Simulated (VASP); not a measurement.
A run of VASP 6.6.1 is set up as follows.

Contents of INCAR:

```
ALGO = Normal ; EDIFF = 1E-7
ENCUT = 520 ; GGA = PS
ISIF = 2 ; ISMEAR = 1
LASPH = True ; LCHARG = False
LREAL = False ; LWAVE = False
NBANDS = 14 ; NELM = 100
PREC = Accurate ; SIGMA = 0.05
```

File KPOINTS:

```
k-points
0
Gamma
  10 10 10
```

File POSCAR:

```
NbH
1.0
   -1.6069640000      1.6069640000      1.9843010000
    1.6069640000     -1.6069640000      1.9843010000
    1.6069640000      1.6069640000     -1.9843010000
Nb H
1 1
Direct
    0.0000000000      0.0000000000      0.0000000000
    0.5000000000      0.5000000000      0.0000000000
```

Potentials or basis: VASP PAW PBE potentials, release 64 (Nb_sv, H).

Run with:

```console
$ cat potpaw_PBE.64/Nb_sv/POTCAR potpaw_PBE.64/H/POTCAR > POTCAR
$ mpirun -np 1 vasp_std > vasp.out
```

Problem. Estimate the band gap on the k mesh.

Solution. Zero (band 7 reaches 14.55 eV, above the bottom of band 8 at 10.55 eV).

Problem. Predict the pressure.

Solution. -8.2 GPa.

Stress tensor (GPa, compression positive):
```
-8.32  0.00  0.00
 0.00 -8.32  0.00
 0.00  0.00 -7.93
```

Caveat: the PAW data sets were made with another functional, which shifts forces and pressure a little.
